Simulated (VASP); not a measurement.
Input of a VASP 6.6.1 run:

The input INCAR:

```
  PREC = Accurate
  ENCUT = 520
  EDIFF = 1E-6
  ISMEAR = 0
  SIGMA = 0.1
  LREAL = F
  LASPH = T
  NELM = 100
  ALGO = Normal
  ISIF = 2
  LWAVE = F
  LCHARG = T
  GGA = PE
  LELF = T
  LVHAR = T
  NBANDS = 27
```

File KPOINTS:

```
Automatic mesh
0
Gamma
  6 6 2
```

File POSCAR:

```
Ca3H2C
1.0
    3.1625454792      0.0000000000      0.0000000000
    0.0000000000      3.1625454792      0.0000000000
    0.0000000000      0.0000000000     10.0961599665
Ca H C
3 2 1
Direct
    0.0000000000      0.0000000000      0.8637879765
    0.0000000000      0.0000000000      0.1362120235
    0.0000000000      0.0000000000      0.5000000000
    0.5000000000      0.5000000000      0.3785751206
    0.5000000000      0.5000000000      0.6214248794
    0.5000000000      0.5000000000      0.0000000000
```

Potentials or basis: VASP PAW PBE potentials, release 64 (Ca_sv, H, C).

Run with:

```console
$ cat potpaw_PBE.64/Ca_sv/POTCAR potpaw_PBE.64/H/POTCAR potpaw_PBE.64/C/POTCAR > POTCAR
$ mpirun -np 1 vasp_std > vasp.out
```

(1) Estimate the pressure.

(2) Predict the largest force.

(3) Estimate the band gap on the k mesh.

Answers

(1) 0.1 GPa.

(2) 0.069 eV/Å.

(3) zero (bands 18 and 19 overlap by 0.96 eV).
